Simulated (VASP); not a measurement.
# Mo (Im-3m) in VASP: further runs, part 2 of 2

VASP 6.6.1. The steps go on from the part before.

### Step 4. Relaxation of cell and atoms, LDA

Contents of INCAR:

```
PREC = Accurate
ENCUT = 600
EDIFF = 1E-7
ISMEAR = 0
SIGMA = 0.1
LREAL = False
LASPH = True
NELM = 100
ALGO = Normal
ISIF = 3
LWAVE = False
LCHARG = False
GGA = CA
IBRION = 2
NSW = 100
EDIFFG = -0.05
```

Contents of KPOINTS:

```
Automatic mesh
0
Gamma
  8 8 8
```

Contents of POSCAR:

```
Mo
1.0
   -1.5838089700      1.5838089700      1.5838089700
    1.5838089700     -1.5838089700      1.5838089700
    1.5838089700      1.5838089700     -1.5838089700
Mo
1
Direct
    0.0000000000      0.0000000000      0.0000000000
```

Potentials or basis: VASP PAW LDA potentials, release 64 (Mo_sv).

Launch:

```console
$ cat potpaw_LDA.64/Mo_sv/POTCAR > POTCAR
$ mpirun -np 1 vasp_std > vasp.out
```

OUTCAR:

```text
PREC = Accurate
   ENCUT = 600
   EDIFF = 1E-7
   ISMEAR = 0
   LREAL = False
   LASPH = True
   NELM = 100
   ISIF = 3
   GGA = CA
   IBRION = 2
   NSW = 100
   EDIFFG = -0.05

 ion  position               nearest neighbor table
   1  0.000  0.000  0.000-

  LATTYP: Found a body centered cubic cell.
 ALAT       =     3.1676179400

  Lattice vectors:

 A1 = (  -1.5838089700,   1.5838089700,   1.5838089700)
 A2 = (   1.5838089700,  -1.5838089700,   1.5838089700)
 A3 = (   1.5838089700,   1.5838089700,  -1.5838089700)

Analysis of symmetry for initial positions (statically):
=====================================================================
 Subroutine PRICEL returns:
 Original cell was already a primitive cell.

[... 284 lines left out ...]
 E-fermi :  12.8750     XC(G=0): -13.7805

 val. band max:       12.8140259915   @ k =  -0.2500   0.2500   0.1250
 cond. band min:      12.9994694952   @ k =  -0.1250   0.1250   0.1250
 fundamental gap:      0.1854435037
 Fermi energy:        12.8750141296

 k-point     1 :       0.0000    0.0000    0.0000
  band No.  band energies     occupation
      1     -47.9579      2.00000
      2     -21.3213      2.00000
      3     -21.3213      2.00000
      4     -21.3213      2.00000
      5       5.6563      2.00000
      6      11.5469      2.00000
      7      11.5469      2.00000
      8      11.5469      2.00000
      9      14.6671      0.00000
     10      14.6671      0.00000
     11      27.8531      0.00000
[... 309 lines left out ...]
 k-point    24 :      -0.3750    0.3750    0.2500
  band No.  band energies     occupation
      1     -47.5822      2.00000
      2     -22.4869      2.00000
      3     -22.0392      2.00000
      4     -21.8987      2.00000
      5       8.8598      2.00000
      6       9.4837      2.00000
      7      12.3254      2.00000
      8      13.1947      0.00001
      9      16.0104      0.00000
     10      18.2032      0.00000
     11      27.2021      0.00000

 [... further k-points ...]
[... 5 lines left out ...]
  --------------------------------------------------------------------------------------
  -------------------------------------------------------------------------------------
  Total       -0.0105387     -0.0105387     -0.0105387      0.0000000      0.0000000      0.0000000
  in kB       -1.1148195     -1.1148195     -1.1148195      0.0000000      0.0000000      0.0000000
  external PRESSURE =      -1.1148195 kB  Pullay stress =       0.0000000 kB
[... 16 lines left out ...]
  FREE ENERGIE OF THE ION-ELECTRON SYSTEM (eV)
  ---------------------------------------------------
  free  energy   TOTEN  =       -12.1078761171 eV

  energy  without entropy=      -12.1023897917  energy(sigma->0) =      -12.10513295

 reached required accuracy - stopping structural energy minimisation
```

OSZICAR:

```text
N       E                     dE             d eps       ncg     rms          rms(c)
DAV:   1     0.109635288938E+03    0.10964E+03   -0.85425E+03   638   0.144E+03
DAV:   2    -0.113547620326E+02   -0.12099E+03   -0.11732E+03   662   0.381E+02
DAV:   3    -0.128549334925E+02   -0.15002E+01   -0.14839E+01   725   0.443E+01
[... 30 lines left out ...]
DAV:   1    -0.121089086139E+02   -0.11329E-02   -0.25927E-02   662   0.237E+00    0.395E-01
DAV:   2    -0.121079236909E+02    0.98492E-03   -0.21432E-03   656   0.621E-01    0.572E-02
DAV:   3    -0.121078655343E+02    0.58157E-04   -0.27637E-04   680   0.216E-01    0.601E-02
DAV:   4    -0.121078761378E+02   -0.10603E-04   -0.58515E-06   653   0.276E-02    0.226E-03
DAV:   5    -0.121078761171E+02    0.20689E-07   -0.47303E-07   686   0.916E-03
   4 F= -.12107876E+02 E0= -.12105133E+02  d E =-.305795E-01
```

It took 9.2 s on 1 thread of Intel Xeon Platinum 8488C (Sapphire Rapids), shared host; peak memory 0.13 GiB.

What came out:

```yaml
Free_energy: -12.1079 eV
Relaxed_volume: 15.15 Å³/atom
Relaxed_cell: a = 2.700 Å, b = 2.700 Å, c = 2.700 Å, α = 109.47°, β = 109.47°, γ = 109.47°
Space_group_after_relaxing_to_0.05_Å: Im-3m (No. 229)
Energy_gained_by_relaxing: 30.6 meV/atom
Ionic_steps: 4
Pressure_after_relaxing: -0.1 GPa
Band_gap_on_the_k_mesh: zero (band 7 reaches 17.18 eV, above the bottom of band 8 at 11.55 eV)
```

Step by step:
```csv
step,energy change (eV),largest force (eV/Å),pressure (GPa),volume (Å³)
1,0.0000,0.0000,-12.53,15.89
2,0.2432,0.0000,50.46,13.20
3,-0.0305,0.0000,-0.78,15.18
4,-0.0306,0.0000,-0.11,15.15
```

Final structure:
```
Mo
1.0
    -1.55864    1.55864    1.55864
     1.55864   -1.55864    1.55864
     1.55864    1.55864   -1.55864
Mo
1
Direct
  0.00000 0.00000 0.00000
```

Levels at points of the mesh, in eV from the Fermi level:
| k point | band 5 | band 6 | band 7 | band 8 | band 9 | band 10 |
| --- | --- | --- | --- | --- | --- | --- |
| (0.00, 0.00, 0.00) | -7.22 | -1.33 | -1.33 | -1.33 | 1.79 | 1.79 |
| (0.50, 0.00, 0.00) | -5.42 | -3.46 | 1.85 | 1.91 | 2.50 | 5.12 |
| (0.50, 0.50, 0.50) | -5.60 | -5.60 | 4.30 | 4.30 | 4.30 | 9.41 |

### Step 5. Single point, LDA

This run uses another cell than the first one, of 15.05 Å³/atom, 0.947 times its volume.

Contents of INCAR:

```
PREC = Accurate
ENCUT = 520
EDIFF = 1E-6
ISMEAR = 0
SIGMA = 0.1
LREAL = False
LASPH = True
NELM = 60
ALGO = Normal
ISIF = 2
LWAVE = False
LCHARG = True
LELF = True
LVHAR = True
NBANDS = 13
```

Contents of KPOINTS:

```
regular mesh
0
Gamma
  16 16 16
```

Contents of POSCAR:

```
Mo
1.0
   -1.5554689552      1.5554689552      1.5554689552
    1.5554689552     -1.5554689552      1.5554689552
    1.5554689552      1.5554689552     -1.5554689552
Mo
1
Direct
    0.0000000000      0.0000000000      0.0000000000
```

Launch:

```console
$ cat potpaw_LDA.64/Mo_sv/POTCAR > POTCAR
$ mpirun -np 1 vasp_std > vasp.out
```

Run time: 14 s. Hardware: 1 thread of Intel Xeon Platinum 8488C (Sapphire Rapids), shared host; peak memory 0.13 GiB.

It converged, with:

```
Free energy            : -12.1369 eV
Pressure               : 1.2 GPa
Band gap on the k mesh : zero (band 7 reaches 17.32 eV, above the bottom of band 8 at 11.64 eV)
```

Levels at points of the mesh, in eV from the Fermi level:
```
           k point  band 3  band 4  band 5  band 6  band 7  band 8  band 9  band 10  band 11  band 12
(0.00, 0.00, 0.00)  -34.30  -34.30   -7.37   -1.46   -1.46   -1.46    1.68     1.68    14.86    14.86
(0.50, 0.00, 0.00)  -34.81  -34.32   -5.59   -3.61    1.74    1.81    2.39     5.04    12.02    12.21
(0.50, 0.50, 0.50)  -35.40  -35.40   -5.78   -5.78    4.22    4.22    4.22     9.33     9.33     9.33
```

### Step 6. Summary

| task | cell | k mesh | cutoff (eV) | gap on the mesh (eV) | pressure (GPa) |
| --- | --- | --- | --- | --- | --- |
| single point | a = 2.743 Å, angles 109.5°, 1 atom | 8 × 8 × 8 | 520 | none | -12.5 |
| single point | a = 2.695 Å, angles 109.5°, 1 atom | 8 × 8 × 8 | 520 | none | 1.3 |
| relaxation of cell and atoms | relaxed from a = 2.743 Å, angles 109.5°, 1 atom | 8 × 8 × 8 | 600 | none | -0.1 |
| single point | a = 2.694 Å, angles 109.5°, 1 atom | 16 × 16 × 16 | 520 | none | 1.2 |

Alike in all rows: level LDA; potentials or basis VASP PAW LDA potentials, release 64 (Mo_sv); no spin polarisation; smearing gaussian 0.1 eV.

Absolute energies hang on the potentials; compare differences alone.
